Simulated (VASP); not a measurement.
Wanted: the native input for a VASP 6.6.1 run.

```
Task                   : single point
Functional             : PBE
Potentials or basis    : VASP PAW PBE potentials, release 64 (In_d, P)
Cutoff                 : 520 eV
k mesh                 : 20 × 20 × 20
Occupations            : gaussian, width 0.15 eV
Spin                   : no spin polarisation
Dipole correction      : no
Further INCAR settings : ALGO = Normal; EDIFF = 1e-06; NBANDS = 16
```

The structure of InP lies in POSCAR:

```
InP
1.0
    0.0000000000      2.7440254744      2.9737004066
    2.7440254744      0.0000000000      2.9737004066
    2.7440254744      2.7440254744      0.0000000000
In P
1 1
Direct
    0.0000000000      0.0000000000      0.0000000000
    0.5000000000      0.5000000000      0.5000000000
```

These files were run (other wordings do the same):

INCAR

```
  ALGO = Normal
  EDIFF = 1E-6
  ENCUT = 520
  GGA = PE
  ISIF = 2
  ISMEAR = 0
  LASPH = T
  LCHARG = F
  LREAL = F
  LWAVE = F
  NBANDS = 16
  NELM = 100
  PREC = Accurate
  SIGMA = 0.15
```

KPOINTS

```
k-points
0
Gamma
  20 20 20
```

Potentials or basis: VASP PAW PBE potentials, release 64 (In_d, P).

The run is started by

```sh
$ cat potpaw_PBE.64/In_d/POTCAR potpaw_PBE.64/P/POTCAR > POTCAR
$ mpirun -np 1 vasp_std > vasp.out
```

It gave:

| Quantity | Value |
| --- | --- |
| Pressure | -2.6 GPa |
| Band gap on the k mesh | zero (bands 9 and 10 overlap by 2.38 eV) |

Caveat: the stress differs along the axes, from -6 to -1 GPa; spin-orbit coupling is left out, which moves the levels of the heavy elements.

It took 3 min on 1 thread of AMD EPYC 9R45 96-Core Processor (Zen 5), on a shared host, peak memory 0.5 GiB.
